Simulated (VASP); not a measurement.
# Ga (Cmmm) in VASP: relaxation of cell and atoms with PBE

Aim: the relaxation of cell and atoms of Ga with PBE.

Program: VASP 6.6.1. These are calculated values, not measurements. Logs are shortened: lines on timing, memory, paths and dates and some standing lists are left out, and cuts for length are marked.

## Step 1: The cell of the first run

Symmetry: Cmmm, No. 65, orthorhombic system. Conventional cell: a = 4.862 Å, b = 6.684 Å, c = 2.810 Å, α = 90.00°, β = 90.00°, γ = 90.00°. Ga (site symmetry m2m) has 5 Ga at 2.54 to 2.81 Å within 3.3 Å.

The cell was generated, and may not be a known phase.

## Step 2: Relaxation of cell and atoms, PBE

INCAR reads:

```
  PREC = Accurate
  ENCUT = 500
  EDIFF = 1E-7
  ISMEAR = 0
  SIGMA = 0.1
  LREAL = False
  LASPH = True
  NELM = 120
  ALGO = Normal
  ISIF = 3
  LWAVE = False
  LCHARG = False
  GGA = PE
  IBRION = 2
  NSW = 100
  EDIFFG = -0.01
  GGA_COMPAT = False
  NELMIN = 4
```

KPOINTS reads:

```
regular mesh
0
Gamma
  14 14 20
```

POSCAR reads:

```
Ga
1.0
    2.4310961170     -3.3421425773      0.0000000000
    2.4310961170      3.3421425773      0.0000000000
    0.0000000000      0.0000000000      2.8099902607
Ga
2
Direct
    0.1958116201      0.8041883799      0.0000000000
    0.8041883799      0.1958116201      0.0000000000
```

Potentials or basis: VASP PAW PBE potentials, release 64 (Ga_d).

On the command line:

```bash
$ cat potpaw_PBE.64/Ga_d/POTCAR > POTCAR
$ mpirun -np 1 vasp_std > vasp.out
```

OUTCAR:

```text
PREC = Accurate
   ENCUT = 500
   EDIFF = 1E-7
   ISMEAR = 0
   LREAL = False
   LASPH = True
   NELM = 120
   ISIF = 3
   GGA = PE
   IBRION = 2
   NSW = 100
   EDIFFG = -0.01
   NELMIN = 4

 ion  position               nearest neighbor table
   1  0.196  0.804  0.000-   2 2.54   2 2.54   2 2.62
   2  0.804  0.196  0.000-   1 2.54   1 2.54   1 2.62

  LATTYP: Found a base centered orthorhombic cell.
 ALAT       =     4.8621922340
 B/A-ratio  =     1.3747471990
 C/A-ratio  =     0.5779266071

  Lattice vectors:

 A1 = (   2.4310961170,  -3.3421425773,   0.0000000000)
 A2 = (   2.4310961170,   3.3421425773,   0.0000000000)
 A3 = (   0.0000000000,   0.0000000000,   2.8099902607)

Analysis of symmetry for initial positions (statically):
=====================================================================
 Subroutine PRICEL returns:
 Original cell was already a primitive cell.

 Routine SETGRP: Setting up the symmetry group for a
 base centered orthorhombic supercell.

 Subroutine GETGRP returns: Found  8 space group operations
 (whereof  8 operations were pure point group operations)
 out of a pool of  8 trial point group operations.

The static configuration has the point symmetry D_2h.

Analysis of symmetry for dynamics (positions and initial velocities):
=====================================================================
 Subroutine PRICEL returns:
 Original cell was already a primitive cell.

 Routine SETGRP: Setting up the symmetry group for a
 base centered orthorhombic supercell.

 Subroutine GETGRP returns: Found  8 space group operations
 (whereof  8 operations were pure point group operations)
 out of a pool of  8 trial point group operations.

The dynamic configuration has the point symmetry D_2h.

 Subroutine INISYM returns: Found  8 space group operations
 (whereof  8 operations are pure point group operations),
 and found     1 'primitive' translations

----------------------------------------------------------------------------------------

                                     Primitive cell

  volume of cell :      45.6627

  direct lattice vectors                    reciprocal lattice vectors
     2.431096117 -3.342142577  0.000000000     0.205668545 -0.149604629  0.000000000
     2.431096117  3.342142577  0.000000000     0.205668545  0.149604629  0.000000000
     0.000000000  0.000000000  2.809990261     0.000000000  0.000000000  0.355873120

  length of vectors
     4.132813247  4.132813247  2.809990261     0.254324783  0.254324783  0.355873120

  position of ions in fractional coordinates (direct lattice)
     0.195811620  0.804188380  0.000000000
     0.804188380  0.195811620  0.000000000

  ion indices of the primitive-cell ions
   primitive index   ion index
                 1           1
                 2           2

----------------------------------------------------------------------------------------

 KPOINTS: regular mesh

Automatic generation of k-mesh.
 Grid dimensions read from file:
 generate k-points for:   14   14   20

 Generating k-lattice:

  Cartesian coordinates                     Fractional coordinates (reciprocal lattice)
     0.014690610 -0.010686045  0.000000000     0.071428571  0.000000000  0.000000000
     0.014690610  0.010686045  0.000000000     0.000000000  0.071428571  0.000000000
     0.000000000  0.000000000  0.017793656     0.000000000  0.000000000  0.050000000

  Length of vectors
     0.018166056  0.018166056  0.017793656

  Shift w.r.t. Gamma in fractional coordinates (k-lattice)
     0.000000000  0.000000000  0.000000000

 Subroutine IBZKPT returns following result:
 ===========================================

 Found    627 irreducible k-points:

 Following reciprocal coordinates:
            Coordinates               Weight
  0.000000  0.000000  0.000000      1.000000
  0.071429 -0.000000  0.000000      4.000000
  0.142857  0.000000  0.000000      4.000000
  0.214286 -0.000000  0.000000      4.000000
  0.285714  0.000000  0.000000      4.000000
  0.357143  0.000000  0.000000      4.000000
[... 16 lines left out ...]
  0.214286  0.142857  0.000000      4.000000
  0.285714  0.142857  0.000000      4.000000
 [... further k-points ...]
   k-points           NKPTS =    627   k-points in BZ     NKDIM =    627   number of bands    NBANDS=     17
   number of dos      NEDOS =    301   number of ions     NIONS =      2
   total plane-waves  NPLWV =  18000
   dimension x,y,z NGX =    30 NGY =   30 NGZ =   20
   dimension x,y,z NGXF=    60 NGYF=   60 NGZF=   40
   ions per type =               2
   NGX,Y,Z   is equivalent  to a cutoff of  12.07, 12.07, 11.83 a.u.
   NGXF,Y,Z  is equivalent  to a cutoff of  24.14, 24.14, 23.66 a.u.
 SYSTEM =  unknown system
   PREC   = accura    normal or accurate (medium, high low for compatibility)
   ISTART =      0    job   : 0-new  1-cont  2-samecut
   ICHARG =      2    charge: 1-file 2-atom 10-const
   ISPIN  =      1    spin polarized calculation?
   LNONCOLLINEAR =      F non collinear calculations
   LSORBIT =      F    spin-orbit coupling
   LASPH  =      T    aspherical Exc in radial PAW
   ENCUT  =  500.0 eV  36.75 Ry    6.06 a.u.   7.54  7.54  5.12*2*pi/ulx,y,z
   NELM   =    120;   NELMIN=  4; NELMDL= -5     # of ELM steps
   EDIFF  = 0.1E-06   stopping-criterion for ELM
   LREAL  =      F    real-space projection
   EDIFFG = -.1E-01   stopping-criterion for IOM
   NSW    =    100    number of steps for IOM
   IBRION =      2    ionic relax: 0-MD 1-quasi-New 2-CG
   NFREE  =      1    steps in history (QN), initial steepest desc. (CG)
   ISIF   =      3    stress and relaxation
   ISYM   =      2    0-nonsym 1-usesym 2-fastsym
   POTIM  = 0.5000    time-step for ionic-motion
   TEBEG  =    0.0;   TEEND  =   0.0 temperature during run
   PSTRESS=    0.0 pullay stress
   NELECT =      26.0000    total number of electrons
   NUPDOWN=      -1.0000    fix difference up-down
   EMIN   =  10.00;   EMAX   =-10.00  energy-range for DOS
   EFERMI =   0.00;   METHOD = LEGACY
   ISMEAR =     0;   SIGMA  =   0.10  broadening in eV -4-tet -1-fermi 0-gaus
   EFERMI_NEDOS =   21; number of points for ismear=-14 and -15
   IALGO  =     38    algorithm
   IMIX   =      4    mixing-type and parameters
     AMIX     =   0.40;   BMIX     =  1.00
     AMIX_MAG =   1.60;   BMIX_MAG =  1.00
  volume/ion in A,a.u.               =      22.83       154.07
  Fermi-wavevector in a.u.,A,eV,Ry     =   1.356892  2.564154 25.050450  1.841156
  Thomas-Fermi vector in A             =   2.483857
   LORBIT       =      0    0 simple, 1 ext, 2 COOP (PROOUT), +10 PAW based schemes
   GGA     = PE    functional components
   LHFCALC =     F    Hartree Fock is set to
   AEXX    =    0.0000 exact exchange contribution
   IVDW    =     0    specifies the selected vdW correction
   LEPSILON=     F    determine dielectric tensor
   LRPA    =     F    only Hartree local field effects (RPA)
 conjugate gradient relaxation of ions
 non-spin polarized calculation
 Gauss-broadening in eV      SIGMA  =   0.10
  energy-cutoff  :      500.00
  volume of cell :       45.66
 maximum number of plane-waves:      1182
   NGX = 15   NGY = 15   NGZ = 11

--------------------------------------- Ionic step        1  -------------------------------------------

 number of electron      25.9999989 magnetization

 Free energy of the ion-electron system (eV)
  ---------------------------------------------------
  ext. energy  EPLUGINS =         0.00000000
  ---------------------------------------------------
  free energy    TOTEN  =        -5.45705953 eV

  energy without entropy =       -5.45191354  energy(sigma->0) =       -5.45448654

------------------------ aborting loop because EDIFF is reached ----------------------------------------

  FORCE on cell =-STRESS in cart. coord.  units (eV):
  Direction    XX          YY          ZZ          XY          YZ          ZX
  --------------------------------------------------------------------------------------
  -------------------------------------------------------------------------------------
  Total        0.5814913      0.3376201     -0.6468337      0.0000000      0.0000000      0.0000000
  in kB       20.4028989     11.8461426    -22.6955818      0.0000000      0.0000000      0.0000000
  external PRESSURE =       3.1844866 kB  Pullay stress =       0.0000000 kB
[... 89 lines left out ...]
  FREE ENERGIE OF THE ION-ELECTRON SYSTEM (eV)
  ---------------------------------------------------
  free  energy   TOTEN  =        -5.4789827164 eV

  energy  without entropy=       -5.4739322103  energy(sigma->0) =       -5.47645746

[... ionic steps 4 to 22 ...]

--------------------------------------- Ionic step       23  -------------------------------------------

 number of electron      25.9999997 magnetization

------------------------ aborting loop because EDIFF is reached ----------------------------------------

  FORCE on cell =-STRESS in cart. coord.  units (eV):
  Direction    XX          YY          ZZ          XY          YZ          ZX
  --------------------------------------------------------------------------------------
  -------------------------------------------------------------------------------------
  Total       -0.0235342     -0.0153568      0.0393390      0.0000000      0.0000000      0.0000000
  in kB       -0.7962205     -0.5195575      1.3309378      0.0000000      0.0000000      0.0000000
  external PRESSURE =       0.0050533 kB  Pullay stress =       0.0000000 kB
[... 57 lines left out ...]
  energy  without entropy=       -5.5384960666  energy(sigma->0) =       -5.54080273

--------------------------------------- Ionic step       25  -------------------------------------------

 number of electron      25.9999994 magnetization

 Free energy of the ion-electron system (eV)
  ---------------------------------------------------
  ext. energy  EPLUGINS =         0.00000000
  ---------------------------------------------------
  free energy    TOTEN  =        -5.54311264 eV

  energy without entropy =       -5.53849443  energy(sigma->0) =       -5.54080354

 E-fermi :   3.4365     XC(G=0):  -9.5780

 val. band max:        3.4277273363   @ k =   0.0714  -0.0000   0.0000
 cond. band min:       3.4428559888   @ k =  -0.0714   0.0714   0.0000
 fundamental gap:      0.0151286525
 Fermi energy:         3.4365324307

 k-point     1 :       0.0000    0.0000    0.0000
  band No.  band energies     occupation
      1     -11.7320      2.00000
      2     -11.5141      2.00000
      3     -11.4854      2.00000
      4     -11.4794      2.00000
      5     -11.3705      2.00000
      6     -11.3704      2.00000
[... 9 lines left out ...]
     16       6.6140      0.00000
     17       9.5664      0.00000
[... 443 lines left out ...]
      1     -11.6973      2.00000
      2     -11.6349      2.00000
      3     -11.6118      2.00000
      4     -11.4555      2.00000
      5     -11.3846      2.00000
      6     -11.3385      2.00000
[... 9 lines left out ...]
     16      11.4547      0.00000
     17      13.2517      0.00000

 [... further k-points ...]

------------------------ aborting loop because EDIFF is reached ----------------------------------------

  FORCE on cell =-STRESS in cart. coord.  units (eV):
  Direction    XX          YY          ZZ          XY          YZ          ZX
  --------------------------------------------------------------------------------------
  -------------------------------------------------------------------------------------
  Total       -0.0059246     -0.0130243      0.0110213     -0.0000000      0.0000000      0.0000000
  in kB       -0.2002165     -0.4401447      0.3724547     -0.0000000      0.0000000      0.0000000
  external PRESSURE =      -0.0893021 kB  Pullay stress =       0.0000000 kB
[... 17 lines left out ...]
  FREE ENERGIE OF THE ION-ELECTRON SYSTEM (eV)
  ---------------------------------------------------
  free  energy   TOTEN  =        -5.5431126410 eV

  energy  without entropy=       -5.5384944302  energy(sigma->0) =       -5.54080354

 reached required accuracy - stopping structural energy minimisation
```

Wall time 89 min (1 thread of Intel Xeon Platinum 8259CL at 2.50GHz (Skylake/Cascade Lake), shared host); peak memory 0.52 GiB.

Results:

- Free energy: -5.5431 eV
- Relaxed volume: 23.71 Å³/atom
- Relaxed cell: a = 4.447 Å, b = 4.447 Å, c = 2.761 Å, α = 90.00°, β = 90.00°, γ = 119.74°
- Space group after relaxing (to 0.1 Å): P6/mmm (No. 191)
- Energy gained by relaxing: 43.0 meV/atom
- Ionic steps: 25
- Pressure after relaxing: 0.0 GPa
- Band gap on the k mesh: zero (bands 13 and 14 overlap by 3.57 eV)

The path:
| step | energy change (eV) | largest force (eV/Å) | pressure (GPa) | volume (Å³) |
| --- | --- | --- | --- | --- |
| 1 | 0.0000 | 0.1101 | 0.32 | 45.66 |
| 2 | -0.0168 | 0.0654 | -0.04 | 45.95 |
| 3 | -0.0219 | 0.0305 | -0.22 | 46.17 |
| 4 | -0.0221 | 0.0235 | -0.28 | 46.21 |
| 5 | -0.0238 | 0.0640 | 0.09 | 45.92 |
| 6 | -0.0239 | 0.0806 | 0.25 | 45.80 |
| 7 | -0.0255 | 0.0950 | 0.23 | 45.93 |
| 8 | -0.0302 | 0.1364 | 0.16 | 46.32 |
| 9 | -0.0423 | 0.2326 | -0.09 | 47.06 |
| 10 | -0.0705 | 0.2712 | -0.72 | 48.36 |
| 11 | -0.0047 | 0.0445 | -2.28 | 50.29 |
| 12 | -0.0790 | 0.1424 | -0.98 | 48.71 |
| 13 | -0.0788 | 0.1494 | -0.91 | 48.63 |
| 14 | -0.0799 | 0.1324 | -0.88 | 48.61 |
| 15 | -0.0815 | 0.0932 | -0.85 | 48.54 |
| 16 | -0.0807 | 0.0038 | -0.80 | 48.39 |
| 17 | -0.0819 | 0.0641 | -0.84 | 48.49 |
| 18 | -0.0832 | 0.0527 | -0.66 | 48.28 |
| 19 | -0.0851 | 0.0282 | -0.41 | 47.87 |
| 20 | -0.0856 | 0.0288 | 0.23 | 47.05 |
| 21 | -0.0860 | 0.0071 | -0.01 | 47.35 |
| 22 | -0.0860 | 0.0085 | 0.07 | 47.32 |
| 23 | -0.0860 | 0.0054 | 0.00 | 47.36 |
| 24 | -0.0860 | 0.0017 | -0.04 | 47.40 |
| 25 | -0.0861 | 0.0004 | -0.01 | 47.41 |

Final structure:
```yaml
crystal:
  lattice:
    - [2.23218, -3.84576, 0.00000]
    - [2.23218, 3.84576, 0.00000]
    - [0.00000, 0.00000, 2.76140]
  atoms:
    - { symbol: Ga, position: [0.16708, 0.83292, 0.00000] }
    - { symbol: Ga, position: [0.83292, 0.16708, 0.00000] }
```
